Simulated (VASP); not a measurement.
# CSe2 (Cmce) in VASP: notebook

The runs below take CSe2 through single point, relaxation of cell and atoms, with PBE.

Everything below comes from runs of VASP 6.6.1. Logs are shortened: lines on timing, memory, paths and dates and some standing lists are left out, and cuts for length are marked.

## (1) The cell of the first run

It takes space group Cmce (No. 64, orthorhombic). Conventional cell: a = 4.979 Å, b = 4.902 Å, c = 7.743 Å, α = 90.00°, β = 90.00°, γ = 90.00°. Within 2.3 Å of Se (site symmetry m) lie 1 C at 1.72 Å. Within 2.3 Å of C (site symmetry 2/m) lie 2 Se at 1.72 Å.

## (2) Single point, PBE

The input, INCAR:

```
PREC = Accurate ; ENCUT = 520
EDIFF = 1E-7 ; ISMEAR = -1
SIGMA = 0.05 ; LREAL = F
LASPH = T ; NELM = 100
ALGO = Normal ; ISIF = 2
LWAVE = F ; LCHARG = F
GGA = PE ; NBANDS = 25
```

The input, KPOINTS:

```
regular mesh
0
Gamma
  5 5 3
```

The input, POSCAR:

```
CSe2
1.0
    2.4894216844     -2.4510224333      0.0000000000
    2.4894216844      2.4510224333      0.0000000000
    0.0000000000      0.0000000000      7.7430640131
Se C
4 2
Direct
    0.2697651612      0.7302348388      0.8577297920
    0.7302348388      0.2697651612      0.1422702080
    0.2302348388      0.7697651612      0.3577297920
    0.7697651612      0.2302348388      0.6422702080
    0.0000000000      0.0000000000      0.0000000000
    0.5000000000      0.5000000000      0.5000000000
```

Potentials or basis: VASP PAW PBE potentials, release 64 (Se, C).

Launch:

```sh
> cat potpaw_PBE.64/Se/POTCAR potpaw_PBE.64/C/POTCAR > POTCAR
> mpirun -np 1 vasp_std > vasp.out
```

OUTCAR:

```text
PREC = Accurate
   ENCUT = 520
   EDIFF = 1E-7
   ISMEAR = -1
   LREAL = F
   LASPH = T
   NELM = 100
   ISIF = 2
   GGA = PE

 ion  position               nearest neighbor table
   1  0.270  0.730  0.858-   5 1.72
   2  0.730  0.270  0.142-   5 1.72
   3  0.230  0.770  0.358-   6 1.72
   4  0.770  0.230  0.642-   6 1.72
   5  0.000  0.000  0.000-   1 1.72   2 1.72
   6  0.500  0.500  0.500-   3 1.72   4 1.72

  LATTYP: Found a base centered orthorhombic cell.
 ALAT       =     4.9020448666
 B/A-ratio  =     1.0156666257
 C/A-ratio  =     1.5795579649

  Lattice vectors:

 A1 = (  -2.4894216844,  -2.4510224333,   0.0000000000)
 A2 = (   2.4894216844,  -2.4510224333,   0.0000000000)
 A3 = (   0.0000000000,   0.0000000000,   7.7430640131)

Analysis of symmetry for initial positions (statically):
=====================================================================
 Subroutine PRICEL returns:
 Original cell was already a primitive cell.

 Routine SETGRP: Setting up the symmetry group for a
 base centered orthorhombic supercell.

 Subroutine GETGRP returns: Found  8 space group operations
 (whereof  4 operations were pure point group operations)
 out of a pool of  8 trial point group operations.

The static configuration has the point symmetry C_2h.
 The point group associated with its full space group is D_2h.

Analysis of symmetry for dynamics (positions and initial velocities):
=====================================================================
 Subroutine PRICEL returns:
 Original cell was already a primitive cell.

 Routine SETGRP: Setting up the symmetry group for a
 base centered orthorhombic supercell.

 Subroutine GETGRP returns: Found  8 space group operations
 (whereof  4 operations were pure point group operations)
 out of a pool of  8 trial point group operations.

The dynamic configuration has the point symmetry C_2h.
 The point group associated with its full space group is D_2h.

 Subroutine INISYM returns: Found  8 space group operations
 (whereof  4 operations are pure point group operations),
 and found     1 'primitive' translations

----------------------------------------------------------------------------------------

                                     Primitive cell

  volume of cell :      94.4906

  direct lattice vectors                    reciprocal lattice vectors
     2.489421684 -2.451022433  0.000000000     0.200849861 -0.203996501  0.000000000
     2.489421684  2.451022433  0.000000000     0.200849861  0.203996501  0.000000000
     0.000000000  0.000000000  7.743064013     0.000000000  0.000000000  0.129147841

  length of vectors
     3.493527056  3.493527056  7.743064013     0.286278255  0.286278255  0.129147841

  position of ions in fractional coordinates (direct lattice)
     0.269765161  0.730234839  0.857729792
     0.730234839  0.269765161  0.142270208
     0.230234839  0.769765161  0.357729792
     0.769765161  0.230234839  0.642270208
     0.000000000  0.000000000  0.000000000
     0.500000000  0.500000000  0.500000000

  ion indices of the primitive-cell ions
   primitive index   ion index
                 1           1
                 2           2
                 3           3
                 4           4
                 5           5
                 6           6

----------------------------------------------------------------------------------------

 KPOINTS: regular mesh

Automatic generation of k-mesh.
 Grid dimensions read from file:
 generate k-points for:    5    5    3

 Generating k-lattice:

  Cartesian coordinates                     Fractional coordinates (reciprocal lattice)
     0.040169972 -0.040799300  0.000000000     0.200000000 -0.000000000  0.000000000
     0.040169972  0.040799300  0.000000000    -0.000000000  0.200000000  0.000000000
     0.000000000  0.000000000  0.043049280     0.000000000  0.000000000  0.333333333

  Length of vectors
     0.057255651  0.057255651  0.043049280

  Shift w.r.t. Gamma in fractional coordinates (k-lattice)
     0.000000000  0.000000000  0.000000000

 Subroutine IBZKPT returns following result:
 ===========================================

 Found     18 irreducible k-points:

 Following reciprocal coordinates:
            Coordinates               Weight
  0.000000  0.000000  0.000000      1.000000
  0.200000 -0.000000  0.000000      4.000000
  0.400000  0.000000  0.000000      4.000000
  0.200000  0.200000  0.000000      2.000000
  0.400000  0.200000  0.000000      4.000000
 -0.400000  0.200000  0.000000      4.000000
[... 10 lines left out ...]
  0.400000  0.400000  0.333333      4.000000
 -0.400000  0.400000  0.333333      4.000000
   k-points           NKPTS =     18   k-points in BZ     NKDIM =     18   number of bands    NBANDS=     25
   number of dos      NEDOS =    301   number of ions     NIONS =      6
   total plane-waves  NPLWV =  47040
   dimension x,y,z NGX =    28 NGY =   28 NGZ =   60
   dimension x,y,z NGXF=    56 NGYF=   56 NGZF=  120
   ions per type =               4   2
   NGX,Y,Z   is equivalent  to a cutoff of  13.32, 13.32, 12.88 a.u.
   NGXF,Y,Z  is equivalent  to a cutoff of  26.65, 26.65, 25.76 a.u.
 SYSTEM =  unknown system
   PREC   = accura    normal or accurate (medium, high low for compatibility)
   ISTART =      0    job   : 0-new  1-cont  2-samecut
   ICHARG =      2    charge: 1-file 2-atom 10-const
   ISPIN  =      1    spin polarized calculation?
   LNONCOLLINEAR =      F non collinear calculations
   LSORBIT =      F    spin-orbit coupling
   LASPH  =      T    aspherical Exc in radial PAW
   ENCUT  =  520.0 eV  38.22 Ry    6.18 a.u.   6.50  6.50 14.40*2*pi/ulx,y,z
   NELM   =    100;   NELMIN=  2; NELMDL= -5     # of ELM steps
   EDIFF  = 0.1E-06   stopping-criterion for ELM
   LREAL  =      F    real-space projection
   EDIFFG = 0.1E-05   stopping-criterion for IOM
   NSW    =      0    number of steps for IOM
   IBRION =     -1    ionic relax: 0-MD 1-quasi-New 2-CG
   NFREE  =      0    steps in history (QN), initial steepest desc. (CG)
   ISIF   =      2    stress and relaxation
   ISYM   =      2    0-nonsym 1-usesym 2-fastsym
   POTIM  = 0.5000    time-step for ionic-motion
   TEBEG  =    0.0;   TEEND  =   0.0 temperature during run
   PSTRESS=    0.0 pullay stress
   NELECT =      32.0000    total number of electrons
   NUPDOWN=      -1.0000    fix difference up-down
   EMIN   =  10.00;   EMAX   =-10.00  energy-range for DOS
   EFERMI =   0.00;   METHOD = LEGACY
   ISMEAR =    -1;   SIGMA  =   0.05  broadening in eV -4-tet -1-fermi 0-gaus
   EFERMI_NEDOS =   21; number of points for ismear=-14 and -15
   IALGO  =     38    algorithm
   IMIX   =      4    mixing-type and parameters
     AMIX     =   0.40;   BMIX     =  1.00
     AMIX_MAG =   1.60;   BMIX_MAG =  1.00
  volume/ion in A,a.u.               =      15.75       106.28
  Fermi-wavevector in a.u.,A,eV,Ry     =   1.141113  2.156391 17.716673  1.302139
  Thomas-Fermi vector in A             =   2.277814
   LORBIT       =      0    0 simple, 1 ext, 2 COOP (PROOUT), +10 PAW based schemes
   GGA     = PE    functional components
   LHFCALC =     F    Hartree Fock is set to
   AEXX    =    0.0000 exact exchange contribution
   IVDW    =     0    specifies the selected vdW correction
   LEPSILON=     F    determine dielectric tensor
   LRPA    =     F    only Hartree local field effects (RPA)
 non-spin polarized calculation
  energy-cutoff  :      520.00
  volume of cell :       94.49
 maximum number of plane-waves:      2561
 NGX is ok and might be reduce to    28
   NGX = 13   NGY = 13   NGZ = 29

 number of electron      31.9999999 magnetization

 Free energy of the ion-electron system (eV)
  ---------------------------------------------------
  ext. energy  EPLUGINS =         0.00000000
  ---------------------------------------------------
  free energy    TOTEN  =       -25.01356281 eV

  energy without entropy =      -25.00853872  energy(sigma->0) =      -25.01105077

 E-fermi :   5.8809     XC(G=0): -10.7218

 val. band max:        5.8660729617   @ k =  -0.2000   0.2000   0.0000
 cond. band min:       5.9932816681   @ k =  -0.4000   0.4000   0.0000
 fundamental gap:      0.1272087064
 Fermi energy:         5.8809344152

 k-point     1 :       0.0000    0.0000    0.0000
  band No.  band energies     occupation
      1     -11.7637      2.00000
      2     -10.4743      2.00000
      3      -9.5034      2.00000
      4      -7.3160      2.00000
      5      -2.8528      2.00000
      6      -1.3637      2.00000
[... 17 lines left out ...]
     24      13.4474      0.00000
     25      14.1713      0.00000

 k-point     2 :       0.2000   -0.0000    0.0000
  band No.  band energies     occupation
      1     -11.4318      2.00000
      2     -10.2591      2.00000
      3      -9.2874      2.00000
      4      -7.6292      2.00000
      5      -3.1137      2.00000
      6      -1.7502      2.00000
[... 17 lines left out ...]
     24      14.0864      0.00000
     25      14.1941      0.00000

 k-point     3 :       0.4000    0.0000    0.0000
  band No.  band energies     occupation
      1     -10.5634      2.00000
      2      -9.9398      2.00000
      3      -8.8912      2.00000
      4      -8.4570      2.00000
      5      -3.6336      2.00000
      6      -3.0051      2.00000
[... 384 lines left out ...]
 k-point    17 :       0.4000    0.4000    0.3333
  band No.  band energies     occupation
      1      -9.7447      2.00000
      2      -9.4812      2.00000
      3      -8.2897      2.00000
      4      -8.2336      2.00000
      5      -3.7587      2.00000
      6      -3.3183      2.00000
[... 17 lines left out ...]
     24      12.6419      0.00000
     25      15.9518      0.00000

 k-point    18 :      -0.4000    0.4000    0.3333
  band No.  band energies     occupation
      1      -9.5390      2.00000
      2      -9.5120      2.00000
      3      -8.4572      2.00000
      4      -8.3676      2.00000
      5      -3.5795      2.00000
      6      -3.0509      2.00000
[... 17 lines left out ...]
     24      13.2502      0.00000
     25      15.8456      0.00000

------------------------ aborting loop because EDIFF is reached ----------------------------------------

  FORCE on cell =-STRESS in cart. coord.  units (eV):
  Direction    XX          YY          ZZ          XY          YZ          ZX
  --------------------------------------------------------------------------------------
  -------------------------------------------------------------------------------------
  Total       11.8493618     12.2952644     12.1560158      0.0000000     -0.0000000      0.0000000
  in kB      200.9171198    208.4778185    206.1167276      0.0000000     -0.0000000      0.0000000
  external PRESSURE =     205.1705553 kB  Pullay stress =       0.0000000 kB

 VOLUME and BASIS-vectors are now :
 -----------------------------------------------------------------------------
  energy-cutoff  :      520.00
  volume of cell :       94.49
      direct lattice vectors                 reciprocal lattice vectors
     2.489421684 -2.451022433  0.000000000     0.200849861 -0.203996501  0.000000000
     2.489421684  2.451022433  0.000000000     0.200849861  0.203996501  0.000000000
     0.000000000  0.000000000  7.743064013     0.000000000  0.000000000  0.129147841

 POSITION                                       TOTAL-FORCE (eV/Angst)
 -----------------------------------------------------------------------------------
      2.48942      1.12862      6.64146         0.000000     -0.090531     -0.075962
      2.48942     -1.12862      1.10161         0.000000      0.090531      0.075962
      2.48942      1.32240      2.76992         0.000000      0.090531     -0.075962
      2.48942     -1.32240      4.97314         0.000000     -0.090531      0.075962
      0.00000      0.00000      0.00000         0.000000      0.000000      0.000000
      2.48942      0.00000      3.87153        -0.000000      0.000000      0.000000
 -----------------------------------------------------------------------------------
    total drift:                                0.000000     -0.000000     -0.000000

  FREE ENERGIE OF THE ION-ELECTRON SYSTEM (eV)
  ---------------------------------------------------
  free  energy   TOTEN  =       -25.0135628145 eV

  energy  without entropy=      -25.0085387236  energy(sigma->0) =      -25.01105077
```

It took 47 s on 1 thread of Oxide Virtual Turin-like, shared host; peak memory 0.17 GiB.

What came out:

- Free energy: -25.0136 eV
- Pressure: 20.5 GPa
- Largest force: 0.118 eV/Å
- Band gap on the k mesh: zero (bands 16 and 17 overlap by 1.23 eV)

Forces on the atoms (eV/Å):
```
Se   0.000 -0.091 -0.076
Se   0.000  0.091  0.076
Se   0.000  0.091 -0.076
Se   0.000 -0.091  0.076
C    0.000  0.000  0.000
C    0.000  0.000  0.000
```

Stress tensor (GPa, compression positive):
```
20.09  0.00  0.00
 0.00 20.85  0.00
 0.00  0.00 20.61
```

Levels at points of the mesh, in eV from the Fermi level:
```
           k point  band 12  band 13  band 14  band 15  band 16  band 17  band 18  band 19  band 20  band 21
(0.00, 0.00, 0.00)    -2.43    -2.30    -1.99    -1.68    -1.06    -0.56     0.36     2.04     3.18     4.67
```

Caveat: the cell stands under pressure.

## (3) Relaxation of cell and atoms, PBE, target pressure 20 GPa, at which the enthalpy is minimised

This run uses another cell than the first one, of 33.72 Å³/atom.

The input, INCAR:

```
ALGO = Normal
EDIFF = 1E-6
EDIFFG = -0.01
ENCUT = 600
GGA = PE
IBRION = 2
ISIF = 3
ISMEAR = -1
LASPH = True
LCHARG = False
LREAL = False
LWAVE = False
NELM = 80
NSW = 60
PREC = Accurate
PSTRESS = 200.0
SIGMA = 0.05
```

The input, KPOINTS:

```
k-points
0
Gamma
  5 5 3
```

The input, POSCAR:

```
CSe2
1.0
    3.5697670000     -2.9947800000      0.0000000000
    3.5697670000      2.9947800000      0.0000000000
    0.0000000000      0.0000000000      9.4626520000
Se C
4 2
Direct
    0.2124220000      0.7875780000      0.8793850000
    0.7875780000      0.2124220000      0.1206150000
    0.2875780000      0.7124220000      0.3793850000
    0.7124220000      0.2875780000      0.6206150000
    0.0000000000      0.0000000000      0.0000000000
    0.5000000000      0.5000000000      0.5000000000
```

Potentials or basis: VASP PAW PBE potentials, release 64 (Se, C).

Launch:

```sh
> cat potpaw_PBE.64/Se/POTCAR potpaw_PBE.64/C/POTCAR > POTCAR
> mpirun -np 1 vasp_std > vasp.out
```

It took 16 min on 1 thread of Oxide Virtual Turin-like, shared host; peak memory 0.39 GiB.

The run converged. Its results:

| Property | Result |
| --- | --- |
| Free energy | -25.0337 eV |
| Relaxed volume | 15.74 Å³/atom |
| Relaxed cell | a = 3.492 Å, b = 3.492 Å, c = 7.748 Å, α = 90.00°, β = 90.00°, γ = 89.06° |
| Space group after relaxing (to 0.1 Å) | Cmce (No. 64) |
| Energy change on relaxing (the run minimises the enthalpy) | +572.5 meV/atom |
| Ionic steps | 26 |
| Pressure after relaxing | 20.0 GPa |
| Largest force after relaxing | 0.005 eV/Å |
| Band gap on the k mesh | zero (bands 16 and 17 overlap by 1.22 eV) |

Forces on the atoms (eV/Å):
```
Se   0.000  0.005  0.001
Se   0.000 -0.005 -0.001
Se   0.000 -0.005  0.001
Se   0.000  0.005 -0.001
C    0.000  0.000  0.000
C    0.000  0.000  0.000
```

Stress tensor (GPa, compression positive):
```
19.97  0.00  0.00
 0.00 20.04  0.00
 0.00  0.00 19.97
```

Step by step:
| step | energy change (eV) | largest force (eV/Å) | pressure (GPa) | volume (Å³) |
| --- | --- | --- | --- | --- |
| 1 | 0.0000 | 0.0567 | 0.19 | 202.32 |
| 2 | 19.6835 | 33.5172 | 108.70 | 103.15 |
| 3 | 1.8314 | 6.9670 | 16.45 | 159.87 |
| 4 | 1.6476 | 1.7374 | 14.79 | 116.69 |
| 5 | 2.9623 | 0.6243 | 19.32 | 99.13 |
| 6 | 3.4963 | 0.4161 | 21.86 | 94.64 |
| 7 | 3.3523 | 0.4624 | 21.15 | 95.77 |
| 8 | 3.0976 | 0.0809 | 17.68 | 97.69 |
| 9 | 3.1524 | 0.1072 | 18.45 | 97.24 |
| 10 | 3.1645 | 0.2014 | 19.19 | 96.96 |
| 11 | 3.1947 | 0.3021 | 20.03 | 96.64 |
| 12 | 3.2012 | 0.1824 | 18.84 | 96.52 |
| 13 | 3.2044 | 0.2114 | 18.59 | 96.49 |
| 14 | 3.2922 | 0.1930 | 19.24 | 95.72 |
| 15 | 3.4591 | 0.1620 | 20.47 | 94.35 |
| 16 | 3.4676 | 0.1480 | 20.13 | 94.24 |
| 17 | 3.4862 | 0.1828 | 19.57 | 94.08 |
| 18 | 3.5431 | 0.0165 | 20.62 | 93.61 |
| 19 | 3.5248 | 0.0476 | 20.30 | 93.75 |
| 20 | 3.4974 | 0.0407 | 20.16 | 93.97 |
| 21 | 3.4374 | 0.0307 | 19.85 | 94.44 |
| 22 | 3.4426 | 0.0560 | 20.25 | 94.40 |
| 23 | 3.4396 | 0.0206 | 20.03 | 94.43 |
| 24 | 3.4394 | 0.0197 | 20.01 | 94.43 |
| 25 | 3.4383 | 0.0149 | 20.01 | 94.44 |
| 26 | 3.4351 | 0.0047 | 19.99 | 94.46 |

Final structure:
```
CELL_PARAMETERS angstrom
2.48934 -2.44867 0.00000
2.48934 2.44867 0.00000
0.00000 0.00000 7.74825
ATOMIC_POSITIONS crystal
Se 0.27080 0.72920 0.85762
Se 0.72920 0.27080 0.14238
Se 0.22920 0.77080 0.35762
Se 0.77080 0.22920 0.64238
C 0.00000 0.00000 0.00000
C 0.50000 0.50000 0.50000
```

Levels at points of the mesh, in eV from the Fermi level:
```csv
k point,band 14,band 15,band 16,band 17,band 18,band 19
"(0.00, 0.00, 0.00)",-1.97,-1.65,-1.08,-0.54,0.35,2.02
```

Caveat: the cell is relaxed towards a set pressure, so the run minimises the enthalpy, not the energy; the volume moved by over 15 % at a fixed basis, so the end points are rough; this functional lacks dispersion, which holds the molecules together, so the pressure and a relaxed volume are unreliable.

The gap in the log of VASP goes by the Fermi energy; the results here count the filled bands.